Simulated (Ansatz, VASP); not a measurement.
## BaS: VASP beside Ansatz

```xyz
2
Lattice="0.0000 3.2461 3.2461 3.2461 0.0000 3.2461 3.2461 3.2461 0.0000" Properties=species:S:1:pos:R:3 pbc="T T T"
Ba    0.0000    0.0000    0.0000
S     3.2461    3.2461    3.2461
```

Change from the starting cell: volume scaled by 1.05, crystal datasets.

Alike in both runs: task electric field gradients; functional PBEsol; k mesh 8 × 8 × 8; occupations fermi-dirac, width 0.02 eV; no spin polarisation.

|  | VASP | Ansatz |
| --- | --- | --- |
| version | VASP 6.6.1 | Ansatz 0.2.0 |
| potentials or method | VASP PAW PBE potentials, release 64 (Ba_sv, S), cutoff 520 eV | all-electron PAW with datasets made for the crystal, scalar-relativistic |

```csv
,VASP,Ansatz,Ansatz less VASP
gap on the k mesh at the Fermi level (eV),2.06,2.15,+0.089
pressure (GPa),-2.4,-2.9,-0.52
```

VASP's potentials were made for PBE, not for PBEsol. Ansatz ran all-electron here, and VASP with PAW potentials.

Neither program's run includes spin-orbit coupling.
